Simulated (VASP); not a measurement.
# Ca (P6/mmm) in VASP: further runs, part 2 of 2

VASP 6.6.1. Earlier steps stand in the parts before.

**3. Relaxation of cell and atoms, PBE, target pressure 2.2 GPa, at which the enthalpy is minimised**

This run uses another cell than the first one, of 37.96 Å³/atom.

Input file INCAR:

```
PREC = Accurate ; ENCUT = 600
EDIFF = 1E-6 ; ISMEAR = -1
SIGMA = 0.08 ; LREAL = False
LASPH = True ; NELM = 80
ALGO = Normal ; ISIF = 3
LWAVE = False ; LCHARG = False
GGA = PE ; IBRION = 2
NSW = 60 ; EDIFFG = -0.005
PSTRESS = 22.0
```

Input file KPOINTS:

```
regular mesh
0
Gamma
  6 6 9
```

Input file POSCAR:

```
Ca
1.0
    5.9633730681      0.0000000000      0.0000000000
   -2.9816865340      5.1644325692      0.0000000000
    0.0000000000      0.0000000000      3.6972913022
Ca
3
Direct
    0.0000000000      0.0000000000      0.0000000000
    0.3333333333      0.6666666667      0.5000000000
    0.6666666667      0.3333333333      0.5000000000
```

Potentials or basis: VASP PAW PBE potentials, release 64 (Ca_sv).

On the command line:

```sh
cat potpaw_PBE.64/Ca_sv/POTCAR > POTCAR
mpirun -np 1 vasp_std > vasp.out
```

OUTCAR:

```text
PREC = Accurate
   ENCUT = 600
   EDIFF = 1E-6
   ISMEAR = -1
   LREAL = False
   LASPH = True
   NELM = 80
   ISIF = 3
   GGA = PE
   IBRION = 2
   NSW = 60
   EDIFFG = -0.005
   PSTRESS = 22.0

 ion  position               nearest neighbor table
   1  0.000  0.000  0.000-
   2  0.333  0.667  0.500-
   3  0.667  0.333  0.500-

  LATTYP: Found a hexagonal cell.
 ALAT       =     5.9633730681
 C/A-ratio  =     0.6200000000

  Lattice vectors:

 A1 = (   5.9633730681,   0.0000000000,   0.0000000000)
 A2 = (  -2.9816865340,   5.1644325692,   0.0000000000)
 A3 = (   0.0000000000,   0.0000000000,   3.6972913022)

Analysis of symmetry for initial positions (statically):
=====================================================================
 Subroutine PRICEL returns:
 Original cell was already a primitive cell.

 Routine SETGRP: Setting up the symmetry group for a
 hexagonal supercell.

 Subroutine GETGRP returns: Found 24 space group operations
 (whereof 24 operations were pure point group operations)
[... 169 lines left out ...]
------------------------ aborting loop because EDIFF is reached ----------------------------------------

  FORCE on cell =-STRESS in cart. coord.  units (eV):
  Direction    XX          YY          ZZ          XY          YZ          ZX
  --------------------------------------------------------------------------------------
  -------------------------------------------------------------------------------------
  Total        2.1274318      2.1274318      1.0402678      0.0000000     -0.0000000      0.0000000
  in kB       29.9342215     29.9342215     14.6371827      0.0000000     -0.0000000      0.0000000
  external PRESSURE =       2.8352086 kB  Pullay stress =      22.0000000 kB
[... 182 lines left out ...]
--------------------------------------- Ionic step        6  -------------------------------------------

 number of electron      30.0000003 magnetization

 Free energy of the ion-electron system (eV)
  ---------------------------------------------------
  ext. energy  EPLUGINS =         0.00000000
  ---------------------------------------------------
  free energy    TOTEN  =        -5.59354769 eV

  energy without entropy =       -5.48657072  energy(sigma->0) =       -5.54005921

 E-fermi :   2.3901     XC(G=0):  -8.0360

 val. band max:        2.3833212823   @ k =   0.3333   0.0000   0.1111
 cond. band min:       2.3907318731   @ k =   0.5000  -0.0000   0.3333
 fundamental gap:      0.0074105908
 Fermi energy:         2.3900976044

 k-point     1 :       0.0000    0.0000    0.0000
  band No.  band energies     occupation
      1     -39.4754      2.00000
      2     -39.4468      2.00000
      3     -39.3924      2.00000
      4     -20.5478      2.00000
      5     -20.5478      2.00000
      6     -20.4426      2.00000
[... 505 lines left out ...]
      6     -20.5127      2.00000
[... 11 lines left out ...]
     18       3.1514      0.00015
     19       3.8330      0.00000

 [... further k-points ...]

------------------------ aborting loop because EDIFF is reached ----------------------------------------

  FORCE on cell =-STRESS in cart. coord.  units (eV):
  Direction    XX          YY          ZZ          XY          YZ          ZX
  --------------------------------------------------------------------------------------
  -------------------------------------------------------------------------------------
  Total        1.5712946      1.5712946      1.5828178      0.0000000     -0.0000000      0.0000000
  in kB       21.8878580     21.8878580     22.0483749      0.0000000     -0.0000000      0.0000000
  external PRESSURE =      -0.0586364 kB  Pullay stress =      22.0000000 kB
[... 22 lines left out ...]
  energy  without entropy=       -5.4865707187  energy(sigma->0) =       -5.54005921

  enthalpy is  TOTEN    =        -4.0142026378 eV   P V=        1.5793450547

 reached required accuracy - stopping structural energy minimisation
```

OSZICAR:

```text
N       E                     dE             d eps       ncg     rms          rms(c)
DAV:   1     0.306108862485E+03    0.30611E+03   -0.15880E+04  1330   0.162E+03
DAV:   2     0.106114194013E+02   -0.29550E+03   -0.29272E+03  1360   0.436E+02
DAV:   3    -0.412682014979E+01   -0.14738E+02   -0.14215E+02  2478   0.765E+01
[... 53 lines left out ...]
DAV:   3    -0.559353057848E+01    0.21608E-03   -0.13739E-03  2206   0.300E-01    0.374E-02
DAV:   4    -0.559352958457E+01    0.99391E-06   -0.16752E-04  1848   0.104E-01    0.182E-02
DAV:   5    -0.559354473712E+01   -0.15153E-04   -0.11793E-05  2009   0.222E-02    0.793E-03
DAV:   6    -0.559354796179E+01   -0.32247E-05   -0.31389E-06  1215   0.179E-02    0.107E-03
DAV:   7    -0.559354769255E+01    0.26924E-06   -0.17359E-07   746   0.476E-03
   6 F= -.40142026E+01 E0= -.39607142E+01  d E =-.158444E-02
```

CONTCAR:

```text
Ca
   1.00000000000000
     6.0801911857806701    0.0000000000073259    0.0000000000000000
    -3.0400955928330111    5.2656000267250063   -0.0000000000000000
    -0.0000000000000000    0.0000000000000000    3.5925252052125050
  Ca
     3
Direct
     0.0000000000000000    0.0000000000000000    0.0000000000000000
     0.3333333332999970    0.6666666667000030    0.5000000000000000
     0.6666666667000030    0.3333333332999970    0.5000000000000000

  0.00000000E+00  0.00000000E+00  0.00000000E+00
  0.00000000E+00  0.00000000E+00  0.00000000E+00
  0.00000000E+00  0.00000000E+00  0.00000000E+00
```

Run time: 4 min. Hardware: 1 thread of Intel Xeon Platinum 8488C (Sapphire Rapids), shared host; peak memory 0.3 GiB.

Results:

| Property | Result |
| --- | --- |
| Free energy | -5.5935 eV |
| Relaxed volume | 38.34 Å³/atom |
| Relaxed cell | a = 6.080 Å, b = 6.080 Å, c = 3.593 Å, α = 90.00°, β = 90.00°, γ = 120.00° |
| Space group after relaxing (to 0.1 Å) | P6/mmm (No. 191) |
| Energy change on relaxing (the run minimises the enthalpy) | -11.7 meV/atom |
| Ionic steps | 6 |
| Pressure after relaxing | 2.2 GPa |
| Band gap on the k mesh | zero (bands 15 and 16 overlap by 0.20 eV) |

The path:
```tsv
step	energy change (eV)	largest force (eV/Å)	pressure (GPa)	volume (Å³)
1	0.0000	0.0000	2.48	113.87
2	-0.0267	0.0000	2.26	114.97
3	-0.0573	0.0000	1.85	116.78
4	-0.0522	0.0000	1.93	116.39
5	-0.0376	0.0000	2.16	115.21
6	-0.0350	0.0000	2.19	115.02
```

Final structure:
```xyz
3
Lattice="6.0802 0.0000 0.0000 -3.0401 5.2656 0.0000 0.0000 0.0000 3.5925" Properties=species:S:1:pos:R:3 pbc="T T T"
Ca    0.0000    0.0000    0.0000
Ca    0.0000    3.5104    1.7963
Ca    3.0401    1.7552    1.7963
```

Caveat: the cell is relaxed towards a set pressure, so the run minimises the enthalpy, not the energy.
